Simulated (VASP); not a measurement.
Mg5SiSb2:

```
CELL_PARAMETERS angstrom
4.07591 0.00000 0.00000
0.00000 4.07591 0.00000
0.00000 0.00000 8.93654
ATOMIC_POSITIONS crystal
Mg 0.00000 0.50000 0.26231
Mg 0.50000 0.00000 0.73769
Mg 0.50000 0.00000 0.26231
Mg 0.00000 0.50000 0.73769
Mg 0.50000 0.50000 0.00000
Si 0.00000 0.00000 0.50000
Sb 0.00000 0.00000 0.00000
Sb 0.50000 0.50000 0.50000
```

| Item | Value |
| --- | --- |
| Program | VASP 6.6.1 |
| Task | relaxation of cell and atoms |
| Functional | PBE |
| Potentials or basis | VASP PAW PBE potentials, release 64 (Mg, Si, Sb) |
| Cutoff | 600 eV |
| k mesh | 4 × 4 × 2 |
| Occupations | gaussian, width 0.1 eV |
| Spin | no spin polarisation |

At the start: pressure 12.1 GPa; volume 18.56 Å³/atom.

How do energy, volume and symmetry change on relaxing?

Over 10 steps the energy falls by 133.9 meV/atom and the volume is 21.93 Å³/atom (+18.2 %); space group P4/mmm (No. 123, to 0.05 Å).

Step by step:
| step | energy change (eV) | largest force (eV/Å) | pressure (GPa) | volume (Å³) |
| --- | --- | --- | --- | --- |
| 1 | 0.0000 | 0.1134 | 12.06 | 148.46 |
| 2 | -1.0386 | 0.0066 | -1.11 | 180.40 |
| 3 | -1.0460 | 0.0052 | -0.30 | 177.23 |
| 4 | -1.0460 | 0.0053 | -0.46 | 177.84 |
| 5 | -1.0656 | 0.0353 | -0.23 | 176.87 |
| 6 | -1.0691 | 0.0603 | -0.09 | 176.30 |
| 7 | -1.0692 | 0.0667 | -0.06 | 176.18 |
| 8 | -1.0692 | 0.0685 | -0.05 | 176.14 |
| 9 | -1.0702 | 0.0515 | 0.01 | 175.89 |
| 10 | -1.0710 | 0.0195 | 0.13 | 175.42 |

Final structure:
```cif
data_structure
_symmetry_space_group_name_H-M 'P 1'
_symmetry_Int_Tables_number 1
_cell_length_a 4.4151
_cell_length_b 4.4151
_cell_length_c 8.9991
_cell_angle_alpha 90.000
_cell_angle_beta 90.000
_cell_angle_gamma 90.000
_cell_volume 175.42
loop_
_atom_site_label
_atom_site_type_symbol
_atom_site_fract_x
_atom_site_fract_y
_atom_site_fract_z
_atom_site_occupancy
Mg1 Mg 0.00000 0.50000 0.26048 1
Mg2 Mg 0.50000 0.00000 0.73952 1
Mg3 Mg 0.50000 0.00000 0.26048 1
Mg4 Mg 0.00000 0.50000 0.73952 1
Mg5 Mg 0.50000 0.50000 0.00000 1
Si1 Si 0.00000 0.00000 0.50000 1
Sb1 Sb 0.00000 0.00000 0.00000 1
Sb2 Sb 0.50000 0.50000 0.50000 1
```

Caveat: the k points lie up to 0.36 Å⁻¹ apart in the final cell; the volume moved by over 15 % at a fixed basis, so the end points are rough.
